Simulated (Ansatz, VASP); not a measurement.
# One calculation of EuO, two programs

Contents of INCAR:

```
SYSTEM = EuO
ALGO = Normal
EDIFF = 1E-6
ENCUT = 600
GGA = PE
GGA_COMPAT = .False.
ISIF = 2
ISMEAR = 0
ISPIN = 2
IVDW = 12
LASPH = .True.
LCHARG = .False.
LDAU = .True.
LDAUJ = 0 0
LDAUL = 3 -1
LDAUPRINT = 1
LDAUTYPE = 2
LDAUU = 6 0
LMAXMIX = 6
LORBIT = 11
LREAL = .False.
LWAVE = .False.
MAGMOM = 7.41 -0.09
NBANDS = 22
NELM = 200
PREC = Accurate
SIGMA = 0.05
```

File KPOINTS:

```
k-points
0
Gamma
  8 8 8
  0 0 0
```

POSCAR

```
EuO
1.0
    0.0000000000      2.5464175587      2.5464175587
    2.5464175587      0.0000000000      2.5464175587
    2.5464175587      2.5464175587      0.0000000000
Eu O
1 1
Direct
    0.5000000000      0.5000000000      0.5000000000
    0.0000000000      0.0000000000      0.0000000000
```

Input for Ansatz:

```yaml
crystal:
  lattice:
    - [0.0, 2.5464175587, 2.5464175587]
    - [2.5464175587, 0.0, 2.5464175587]
    - [2.5464175587, 2.5464175587, 0.0]
  atoms:
    - { symbol: Eu, position: [0.5, 0.5, 0.5], spin: 7.42 }
    - { symbol: O, position: [0.0, 0.0, 0.0] }
basis:
  ecutwfc: 420
  ecutrho_ratio: 4
kpoints:
  mp_grid: { grid: [8, 8, 8] }
hamiltonian:
  xc: pbe
  dispersion: d3bj
  hubbard:
    sites:
      - { species: Eu, l: f, u_eff: 6.0, starting_ns: start.occupation_matrices }
    ns_hold: { iters: 6 }
scf:
  occupations: { method: gaussian, width: 0.05 }
  lower_state_search: "off"
output:
  forces: true
  stress: true
  eigenvalues: true
  populations: true
  hubbard: { sites: [{ species: Eu, l: f }] }
magnetization:
  spin_polarized: true
```

Alike in both runs: task single point; functional PBE; dispersion D3(BJ); k mesh 8 × 8 × 8; occupations gaussian, width 0.05 eV; collinear spin; Hubbard terms Eu f U = 6.0 eV.

|  | VASP | Ansatz |
| --- | --- | --- |
| version | VASP 6.6.1 | Ansatz 0.2.0 |
| potentials or method | VASP PAW PBE potentials, release 64 (Eu, O), cutoff 600 eV | scalar-relativistic, plane waves, PAW |
| valence electrons in the cell | 23 | 23 |

|  | VASP | Ansatz | Ansatz less VASP |
| --- | --- | --- | --- |
| pressure (GPa) | 1.3 | 1.9 | +0.66 |
| net moment per atom (μB) | 3.50 | 3.50 | 0.000 |
| size of the moment on the site where the two differ most (μB) | 6.72 | 6.74 | +0.016 |

Site moments also hang on the region over which each program counts them. The programs project onto different local orbitals, so the same U acts differently, and such runs can settle in different states.

Neither program's run includes spin-orbit coupling.
